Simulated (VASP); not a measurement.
Runs of VASP 6.6.1 on BN (pbesol). The structure is that of space group F-43m (No. 216), or close to it. The cells are those of the table. 

```csv
task,cell,smearing,gap on the mesh (eV),pressure (GPa)
single point,"a = 2.550 Å, angles 60.0°, 2 atoms",gaussian 0.02 eV,4.28,0.3
single point,"a = 2.498 Å, angles 60.0°, 2 atoms",gaussian 0.02 eV,4.35,27.3
single point,"a = 2.532 Å, angles 60.0°, 2 atoms",gaussian 0.01 eV,(b),8.5
single point,"a = 2.624 Å, angles 60.0°, 2 atoms",gaussian 0.02 eV,4.19,-28.3
single point,"a = 2.524 Å, angles 60.0°, 2 atoms",gaussian 0.02 eV,(c),12.9
single point,"a = 2.566 Å, angles 60.0°, 2 atoms",gaussian 0.01 eV,4.26,-7.1
single point,"a = 2.600 Å, angles 60.0°, 2 atoms",gaussian 0.02 eV,(a),-20.0
relaxation of cell and atoms,"relaxed from a = 2.556 Å, angles 60.0°, 2 atoms",gaussian 0.02 eV,4.28,0.0
single point,"a = 2.471 Å, angles 60.0°, 2 atoms",gaussian 0.02 eV,4.38,43.9
single point,"a = 2.575 Å, angles 60.0°, 2 atoms",gaussian 0.02 eV,4.25,-10.6
```

Alike in all rows: level PBEsol; potentials or basis VASP PAW PBE potentials, release 64 (B, N); no spin polarisation; k mesh 12 × 12 × 12; cutoff (eV) 600.

Problem. Estimate the missing entries.

Solution. (a) 4.22; (b) 4.31; (c) 4.32.

Caveats: the PAW data sets were made with another functional, which shifts forces and pressure a little.

A k mesh can miss the band edges.
